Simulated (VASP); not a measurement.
ZrO2: single point with PBEsol

ZrO2:

```
Zr O
1.0
     0.00000    2.53205    2.53205
     2.53205    0.00000    2.53205
     2.53205    2.53205    0.00000
Zr O
1 2
Direct
  0.00000 0.00000 0.00000
  0.25000 0.25000 0.25000
  0.75000 0.75000 0.75000
```

```
Program                : VASP 6.6.1
Task                   : single point
Functional             : PBEsol
Potentials or basis    : VASP PAW PBE potentials, release 64 (Zr_sv, O)
Cutoff                 : 600 eV
k mesh                 : 8 × 8 × 8
Occupations            : gaussian, width 0.02 eV
Spin                   : no spin polarisation
Dipole correction      : no
Further INCAR settings : ALGO = Normal; EDIFF = 1e-06; NBANDS = 19
```

```yaml
Pressure: 0.2 GPa
Band_gap_on_the_k_mesh: 3.32 eV (least direct gap 3.76 eV)
```

Levels at points of the mesh, in eV from the valence-band top:
```csv
k point,band 10,band 11,band 12,band 13,band 14,band 15
"(0.00, 0.00, 0.00)",-0.55,-0.55,-0.55,3.32,3.32,6.49
"(0.50, 0.00, 0.00)",-2.52,-1.67,-1.67,4.00,4.00,6.23
"(0.50, 0.50, 0.00)",-1.55,-1.55,0.00,3.76,4.78,5.97
```

Wall time 47 s on 1 thread of AMD EPYC 7R43 64-Core Processor (Zen 3) (shared host), peak memory 0.14 GiB.

Caveat: the PAW data sets were made with another functional, which shifts forces and pressure a little. A k mesh can miss the band edges.
